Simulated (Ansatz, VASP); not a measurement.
**Two plane-wave programs on La**

```
CELL_PARAMETERS angstrom
0.00000 2.71519 2.71519
2.71519 0.00000 2.71519
2.71519 2.71519 0.00000
ATOMIC_POSITIONS crystal
La 0.00000 0.00000 0.00000
```

Alike in both runs: functional BLYP; k mesh 10 × 10 × 10; occupations fermi-dirac, width 0.1 eV; no spin polarisation.

Ansatz relaxed the structure, and its values are those at the end. VASP's run is a single point on that final structure, the one shown.

|  | VASP | Ansatz |
| --- | --- | --- |
| version | VASP 6.6.1 | Ansatz 0.2.0 |
| potentials or method | VASP PAW PBE potentials, release 64 (La), cutoff 520 eV | plane waves (420 eV) with PAW, scalar-relativistic |
| valence electrons in the cell | 11 | 11 |

|  | VASP | Ansatz | Ansatz less VASP |
| --- | --- | --- | --- |
| pressure (GPa) | 0.0 | 0.0 | +0.03 |

VASP's potentials were made for PBE, not for BLYP.

Neither program's run includes spin-orbit coupling.
